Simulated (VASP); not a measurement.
# Au (Fm-3m) in VASP: a series of runs

Au is run at these levels: PBE; tasks: single point.

All numbers are computed with VASP 6.6.1; they aren't measurements. Logs are shortened: lines on timing, memory, paths and dates and some standing lists are left out, and cuts for length are marked.

## 1. The cell of the first run

It takes space group Fm-3m (No. 225, cubic). The conventional cell has a = 4.116 Å, b = 4.116 Å, c = 4.116 Å, α = 90.00°, β = 90.00°, γ = 90.00°. Within 3.8 Å of Au (site symmetry m-3m) lie 12 Au at 2.91 Å.

## 2. Single point, PBE (volume scaled by 0.97)

The input, INCAR:

```
  ALGO = Normal
  EDIFF = 1E-6
  ENCUT = 520
  GGA = PE
  ISIF = 2
  ISMEAR = 0
  LASPH = T
  LCHARG = T
  LELF = T
  LREAL = F
  LVHAR = T
  LWAVE = F
  NBANDS = 12
  NELM = 100
  PREC = Accurate
  SIGMA = 0.1
```

The input, KPOINTS:

```
k-points
0
Gamma
  18 18 18
```

The input, POSCAR:

```
Au
1.0
    0.0000000000      2.0579552976      2.0579552976
    2.0579552976      0.0000000000      2.0579552976
    2.0579552976      2.0579552976      0.0000000000
Au
1
Direct
    0.0000000000      0.0000000000      0.0000000000
```

Potentials or basis: VASP PAW PBE potentials, release 64 (Au).

Run with:

```sh
cat potpaw_PBE.64/Au/POTCAR > POTCAR
mpirun -np 1 vasp_std > vasp.out
```

OUTCAR:

```text
EDIFF = 1E-6
   ENCUT = 520
   GGA = PE
   ISIF = 2
   ISMEAR = 0
   LASPH = T
   LREAL = F
   NELM = 100
   PREC = Accurate

 ion  position               nearest neighbor table
   1  0.000  0.000  0.000-

  LATTYP: Found a face centered cubic cell.
 ALAT       =     4.1159105952

  Lattice vectors:

 A1 = (   0.0000000000,   2.0579552976,   2.0579552976)
 A2 = (   2.0579552976,   0.0000000000,   2.0579552976)
 A3 = (   2.0579552976,   2.0579552976,   0.0000000000)

Analysis of symmetry for initial positions (statically):
=====================================================================
 Subroutine PRICEL returns:
 Original cell was already a primitive cell.

 Routine SETGRP: Setting up the symmetry group for a
 face centered cubic supercell.

 Subroutine GETGRP returns: Found 48 space group operations
 (whereof 48 operations were pure point group operations)
 out of a pool of 48 trial point group operations.

The static configuration has the point symmetry O_h .

Analysis of symmetry for dynamics (positions and initial velocities):
=====================================================================
 Subroutine PRICEL returns:
 Original cell was already a primitive cell.

 Routine SETGRP: Setting up the symmetry group for a
 face centered cubic supercell.

 Subroutine GETGRP returns: Found 48 space group operations
 (whereof 48 operations were pure point group operations)
 out of a pool of 48 trial point group operations.

The dynamic configuration has the point symmetry O_h .

 Subroutine INISYM returns: Found 48 space group operations
 (whereof 48 operations are pure point group operations),
 and found     1 'primitive' translations

----------------------------------------------------------------------------------------

                                     Primitive cell

  volume of cell :      17.4316

  direct lattice vectors                    reciprocal lattice vectors
     0.000000000  2.057955298  2.057955298    -0.242959602  0.242959602  0.242959602
     2.057955298  0.000000000  2.057955298     0.242959602 -0.242959602  0.242959602
     2.057955298  2.057955298  0.000000000     0.242959602  0.242959602 -0.242959602

  length of vectors
     2.910388293  2.910388293  2.910388293     0.420818375  0.420818375  0.420818375

  position of ions in fractional coordinates (direct lattice)
     0.000000000  0.000000000  0.000000000

  ion indices of the primitive-cell ions
   primitive index   ion index
                 1           1

----------------------------------------------------------------------------------------

 KPOINTS: k-points

Automatic generation of k-mesh.
 Grid dimensions read from file:
 generate k-points for:   18   18   18

 Generating k-lattice:

  Cartesian coordinates                     Fractional coordinates (reciprocal lattice)
    -0.013497756  0.013497756  0.013497756     0.055555556  0.000000000  0.000000000
     0.013497756 -0.013497756  0.013497756     0.000000000  0.055555556  0.000000000
     0.013497756  0.013497756 -0.013497756     0.000000000  0.000000000  0.055555556

  Length of vectors
     0.023378799  0.023378799  0.023378799

  Shift w.r.t. Gamma in fractional coordinates (k-lattice)
     0.000000000  0.000000000  0.000000000

 Subroutine IBZKPT returns following result:
 ===========================================

 Found    195 irreducible k-points:

 Following reciprocal coordinates:
            Coordinates               Weight
  0.000000  0.000000  0.000000      1.000000
  0.055556  0.000000  0.000000      8.000000
  0.111111  0.000000  0.000000      8.000000
  0.166667  0.000000  0.000000      8.000000
  0.222222  0.000000  0.000000      8.000000
  0.277778  0.000000  0.000000      8.000000
[... 16 lines left out ...]
 -0.277778  0.055556  0.000000     24.000000
 -0.222222  0.055556  0.000000     24.000000
 [... further k-points ...]
   k-points           NKPTS =    195   k-points in BZ     NKDIM =    195   number of bands    NBANDS=     12
   number of dos      NEDOS =    301   number of ions     NIONS =      1
   total plane-waves  NPLWV =  13824
   dimension x,y,z NGX =    24 NGY =   24 NGZ =   24
   dimension x,y,z NGXF=    48 NGYF=   48 NGZF=   48
   ions per type =               1
   NGX,Y,Z   is equivalent  to a cutoff of  13.71, 13.71, 13.71 a.u.
   NGXF,Y,Z  is equivalent  to a cutoff of  27.42, 27.42, 27.42 a.u.
 SYSTEM =  unknown system
   PREC   = accura    normal or accurate (medium, high low for compatibility)
   ISTART =      0    job   : 0-new  1-cont  2-samecut
   ICHARG =      2    charge: 1-file 2-atom 10-const
   ISPIN  =      1    spin polarized calculation?
   LNONCOLLINEAR =      F non collinear calculations
   LSORBIT =      F    spin-orbit coupling
   LASPH  =      T    aspherical Exc in radial PAW
   ENCUT  =  520.0 eV  38.22 Ry    6.18 a.u.   5.41  5.41  5.41*2*pi/ulx,y,z
   NELM   =    100;   NELMIN=  2; NELMDL= -5     # of ELM steps
   EDIFF  = 0.1E-05   stopping-criterion for ELM
   LREAL  =      F    real-space projection
   EDIFFG = 0.1E-04   stopping-criterion for IOM
   NSW    =      0    number of steps for IOM
   IBRION =     -1    ionic relax: 0-MD 1-quasi-New 2-CG
   NFREE  =      0    steps in history (QN), initial steepest desc. (CG)
   ISIF   =      2    stress and relaxation
   ISYM   =      2    0-nonsym 1-usesym 2-fastsym
   POTIM  = 0.5000    time-step for ionic-motion
   TEBEG  =    0.0;   TEEND  =   0.0 temperature during run
   PSTRESS=    0.0 pullay stress
   NELECT =      11.0000    total number of electrons
   NUPDOWN=      -1.0000    fix difference up-down
   EMIN   =  10.00;   EMAX   =-10.00  energy-range for DOS
   EFERMI =   0.00;   METHOD = LEGACY
   ISMEAR =     0;   SIGMA  =   0.10  broadening in eV -4-tet -1-fermi 0-gaus
   EFERMI_NEDOS =   21; number of points for ismear=-14 and -15
   IALGO  =     38    algorithm
   IMIX   =      4    mixing-type and parameters
     AMIX     =   0.40;   BMIX     =  1.00
     AMIX_MAG =   1.60;   BMIX_MAG =  1.00
  volume/ion in A,a.u.               =      17.43       117.63
  Fermi-wavevector in a.u.,A,eV,Ry     =   1.404192  2.653538 26.827353  1.971755
  Thomas-Fermi vector in A             =   2.526778
   LORBIT       =      0    0 simple, 1 ext, 2 COOP (PROOUT), +10 PAW based schemes
   GGA     = PE    functional components
   LHFCALC =     F    Hartree Fock is set to
   AEXX    =    0.0000 exact exchange contribution
   IVDW    =     0    specifies the selected vdW correction
   LEPSILON=     F    determine dielectric tensor
   LRPA    =     F    only Hartree local field effects (RPA)
 non-spin polarized calculation
 Gauss-broadening in eV      SIGMA  =   0.10
  energy-cutoff  :      520.00
  volume of cell :       17.43
 maximum number of plane-waves:       489
 NGX is ok and might be reduce to    24
   NGX = 11   NGY = 11   NGZ = 11

 number of electron      11.0000001 magnetization

 Free energy of the ion-electron system (eV)
  ---------------------------------------------------
  ext. energy  EPLUGINS =         0.00000000
  ---------------------------------------------------
  free energy    TOTEN  =        -3.21517042 eV

  energy without entropy =       -3.21385603  energy(sigma->0) =       -3.21451323

 E-fermi :   9.0691     XC(G=0): -12.5814

 val. band max:        9.0624423309   @ k =   0.5000   0.2778   0.1111
 cond. band min:       9.0830394207   @ k =   0.5000   0.1667   0.0556
 fundamental gap:      0.0205970898
 Fermi energy:         9.0690828079

 k-point     1 :       0.0000    0.0000    0.0000
  band No.  band energies     occupation
      1      -0.5170      2.00000
      2       4.5301      2.00000
      3       4.5301      2.00000
      4       4.5301      2.00000
      5       5.9855      2.00000
      6       5.9855      2.00000
      7      23.6525      0.00000
      8      27.5223      0.00000
      9      27.5223      0.00000
     10      27.5223      0.00000
     11      32.3542      0.00000
     12      36.7487      0.00000

 k-point     2 :       0.0556    0.0000    0.0000
  band No.  band energies     occupation
      1      -0.4112      2.00000
      2       4.4961      2.00000
      3       4.5662      2.00000
      4       4.5662      2.00000
      5       5.9691      2.00000
      6       5.9691      2.00000
      7      23.7741      0.00000
      8      26.8076      0.00000
      9      27.6440      0.00000
     10      27.6440      0.00000
     11      32.9462      0.00000
     12      35.4442      0.00000

 k-point     3 :       0.1111    0.0000    0.0000
  band No.  band energies     occupation
      1      -0.1022      2.00000
      2       4.4100      2.00000
      3       4.6605      2.00000
      4       4.6605      2.00000
      5       5.9359      2.00000
      6       5.9359      2.00000
      7      24.0337      0.00000
      8      25.3410      0.00000
      9      27.9863      0.00000
     10      27.9863      0.00000
     11      32.6178      0.00000
     12      34.8211      0.00000
[... 286 lines left out ...]
 k-point    23 :      -0.2778    0.0556    0.0000
  band No.  band energies     occupation
      1       1.7339      2.00000
      2       4.5801      2.00000
      3       4.7853      2.00000
      4       4.7893      2.00000
      5       6.1697      2.00000
      6       6.6816      2.00000
      7      18.3547      0.00000
      8      24.2896      0.00000
      9      26.8168      0.00000
     10      29.3776      0.00000
     11      30.5279      0.00000
     12      31.9671      0.00000

 k-point    24 :      -0.2222    0.0556    0.0000
  band No.  band energies     occupation
      1       1.2466      2.00000
      2       4.2806      2.00000
      3       4.8253      2.00000
      4       4.8605      2.00000
      5       5.8978      2.00000
      6       6.3607      2.00000
      7      20.5398      0.00000
      8      24.6647      0.00000
      9      27.4224      0.00000
     10      29.7632      0.00000
     11      30.2526      0.00000
     12      31.7266      0.00000

 [... further k-points ...]
[... 5 lines left out ...]
  --------------------------------------------------------------------------------------
  -------------------------------------------------------------------------------------
  Total        0.4820806      0.4820806      0.4820806     -0.0000000     -0.0000000     -0.0000000
  in kB       44.3090500     44.3090500     44.3090500     -0.0000000     -0.0000000     -0.0000000
  external PRESSURE =      44.3090500 kB  Pullay stress =       0.0000000 kB

 VOLUME and BASIS-vectors are now :
 -----------------------------------------------------------------------------
  energy-cutoff  :      520.00
  volume of cell :       17.43
      direct lattice vectors                 reciprocal lattice vectors
     0.000000000  2.057955298  2.057955298    -0.242959602  0.242959602  0.242959602
     2.057955298  0.000000000  2.057955298     0.242959602 -0.242959602  0.242959602
     2.057955298  2.057955298  0.000000000     0.242959602  0.242959602 -0.242959602

 POSITION                                       TOTAL-FORCE (eV/Angst)
 -----------------------------------------------------------------------------------
      0.00000      0.00000      0.00000         0.000000      0.000000      0.000000
 -----------------------------------------------------------------------------------
    total drift:                               -0.000000      0.000000      0.000000

  FREE ENERGIE OF THE ION-ELECTRON SYSTEM (eV)
  ---------------------------------------------------
  free  energy   TOTEN  =        -3.2151704210 eV

  energy  without entropy=       -3.2138560334  energy(sigma->0) =       -3.21451323
```

Run time: 54 s. Hardware: 1 thread of Intel Xeon 8259CL, shared host; peak memory 0.17 GiB.

Results:

```
Free energy : -3.2152 eV
Pressure    : 4.4 GPa
```

Caveat: the cell differs from its parent crystal (volume scaled by 0.97); spin-orbit coupling is left out, which moves the levels of the heavy elements.

## 3. Single point, PBE

This run uses another cell than the first one, of 17.97 Å³/atom, 1.031 times its volume.

The input, INCAR:

```
PREC = Accurate
ENCUT = 520
EDIFF = 1E-6
ISMEAR = 0
SIGMA = 0.1
LREAL = False
LASPH = True
NELM = 60
ALGO = Normal
ISIF = 2
LWAVE = False
LCHARG = False
GGA = PE
NBANDS = 12
```

The input, KPOINTS:

```
regular mesh
0
Gamma
  18 18 18
```

The input, POSCAR:

```
Au
1.0
    0.0000000000      2.0789562920      2.0789562920
    2.0789562920      0.0000000000      2.0789562920
    2.0789562920      2.0789562920      0.0000000000
Au
1
Direct
    0.0000000000      0.0000000000      0.0000000000
```

Potentials or basis: VASP PAW PBE potentials, release 64 (Au).

Run with:

```sh
cat potpaw_PBE.64/Au/POTCAR > POTCAR
mpirun -np 1 vasp_std > vasp.out
```

OUTCAR:

```text
PREC = Accurate
   ENCUT = 520
   EDIFF = 1E-6
   ISMEAR = 0
   LREAL = False
   LASPH = True
   NELM = 60
   ISIF = 2
   GGA = PE

 ion  position               nearest neighbor table
   1  0.000  0.000  0.000-

  LATTYP: Found a face centered cubic cell.
 ALAT       =     4.1579125840

  Lattice vectors:

 A1 = (   0.0000000000,   2.0789562920,   2.0789562920)
 A2 = (   2.0789562920,   0.0000000000,   2.0789562920)
 A3 = (   2.0789562920,   2.0789562920,   0.0000000000)

Analysis of symmetry for initial positions (statically):
[... 531 lines left out ...]
      6       5.9345      2.00000
      7      19.8483      0.00000
      8      24.1057      0.00000
      9      26.6332      0.00000
     10      29.0702      0.00000
     11      29.3883      0.00000
     12      30.9423      0.00000

 [... further k-points ...]
[... 5 lines left out ...]
  --------------------------------------------------------------------------------------
  -------------------------------------------------------------------------------------
  Total       -0.0272962     -0.0272962     -0.0272962      0.0000000      0.0000000      0.0000000
  in kB       -2.4335848     -2.4335848     -2.4335848      0.0000000      0.0000000      0.0000000
  external PRESSURE =      -2.4335848 kB  Pullay stress =       0.0000000 kB

 VOLUME and BASIS-vectors are now :
 -----------------------------------------------------------------------------
  energy-cutoff  :      520.00
  volume of cell :       17.97
      direct lattice vectors                 reciprocal lattice vectors
     0.000000000  2.078956292  2.078956292    -0.240505297  0.240505297  0.240505297
     2.078956292  0.000000000  2.078956292     0.240505297 -0.240505297  0.240505297
     2.078956292  2.078956292  0.000000000     0.240505297  0.240505297 -0.240505297

 POSITION                                       TOTAL-FORCE (eV/Angst)
 -----------------------------------------------------------------------------------
      0.00000      0.00000      0.00000         0.000000      0.000000      0.000000
 -----------------------------------------------------------------------------------
    total drift:                                0.000000      0.000000     -0.000000

  FREE ENERGIE OF THE ION-ELECTRON SYSTEM (eV)
  ---------------------------------------------------
  free  energy   TOTEN  =        -3.2223653743 eV

  energy  without entropy=       -3.2210988184  energy(sigma->0) =       -3.22173210
```

stdout:

```text
POSCAR found type information on POSCAR Au
 POSCAR found :  1 types and       1 ions
 scaLAPACK will be used
 LDA part: xc-table for (Slater+PW92), standard interpolation
 POSCAR, INCAR and KPOINTS ok, starting setup
 FFT: planning ... GRIDC
 FFT: planning ... GRID_SOFT
 FFT: planning ... GRID
 WAVECAR not read
 entering main loop
```

Wall time 51 s (1 thread of Intel Xeon 8259CL, shared host); peak memory 0.17 GiB.

What came out:

| Property | Result |
| --- | --- |
| Free energy | -3.2224 eV |
| Pressure | -0.2 GPa |

Levels at points of the mesh, in eV from the Fermi level:
```csv
k point,band 3,band 4,band 5,band 6,band 7,band 8,band 9,band 10
"(0.00, 0.00, 0.00)",-4.37,-4.37,-2.99,-2.99,14.63,18.32,18.32,18.32
"(0.50, 0.00, 0.00)",-4.40,-1.90,-1.90,-0.67,2.84,14.07,16.78,16.78
"(0.50, 0.50, 0.00)",-1.94,-1.60,-1.60,1.22,5.40,9.90,9.90,16.69
```

Caveat: spin-orbit coupling is left out, which moves the levels of the heavy elements.

## 4. Single point, PBE (volume scaled by 1.03)

The input, INCAR:

```
SYSTEM = Au
PREC = Accurate ; ENCUT = 520
EDIFF = 1E-6 ; ISMEAR = 0
SIGMA = 0.1 ; LREAL = .FALSE.
LASPH = .TRUE. ; NELM = 100
ALGO = Normal ; ISIF = 2
LWAVE = .FALSE. ; LCHARG = .FALSE.
GGA = PE ; NBANDS = 12
```

The input, KPOINTS:

```
regular mesh
0
G
  18 18 18
  0 0 0
```

The input, POSCAR:

```
Au
1.0
    0.0000000000      2.0995413564      2.0995413564
    2.0995413564      0.0000000000      2.0995413564
    2.0995413564      2.0995413564      0.0000000000
Au
1
Direct
    0.0000000000      0.0000000000      0.0000000000
```

Run with:

```sh
cat potpaw_PBE.64/Au/POTCAR > POTCAR
mpirun -np 1 vasp_std > vasp.out
```

Wall time 51 s (1 thread of Intel Xeon 8259CL, shared host); peak memory 0.17 GiB.

It converged, with:

```
Free energy : -3.2153 eV
Pressure    : -4.0 GPa
```

Levels at points of the mesh, in eV from the Fermi level:
```csv
k point,band 3,band 4,band 5,band 6,band 7,band 8,band 9,band 10
"(0.00, 0.00, 0.00)",-4.21,-4.21,-2.91,-2.91,14.66,18.19,18.19,18.19
"(0.50, 0.00, 0.00)",-4.24,-1.87,-1.87,-0.52,2.71,14.10,16.56,16.56
"(0.50, 0.50, 0.00)",-1.91,-1.59,-1.59,1.31,5.19,9.83,9.83,16.39
```

Caveat: the cell differs from its parent crystal (volume scaled by 1.03); spin-orbit coupling is left out, which moves the levels of the heavy elements.

## 5. The runs side by side

| cell | gap on the mesh (eV) | pressure (GPa) |
| --- | --- | --- |
| a = 2.910 Å, angles 60.0°, 1 atom | none | 4.4 |
| a = 2.940 Å, angles 60.0°, 1 atom | none | -0.2 |
| a = 2.969 Å, angles 60.0°, 1 atom | none | -4.0 |

Alike in all rows: task single point; level PBE; potentials or basis VASP PAW PBE potentials, release 64 (Au); no spin polarisation; k mesh 18 × 18 × 18; cutoff (eV) 520; smearing gaussian 0.1 eV.

Caveats: spin-orbit coupling is left out, which moves the levels of the heavy elements.

Total energies depend on the potentials used, so only differences within one code and one set of settings carry meaning.
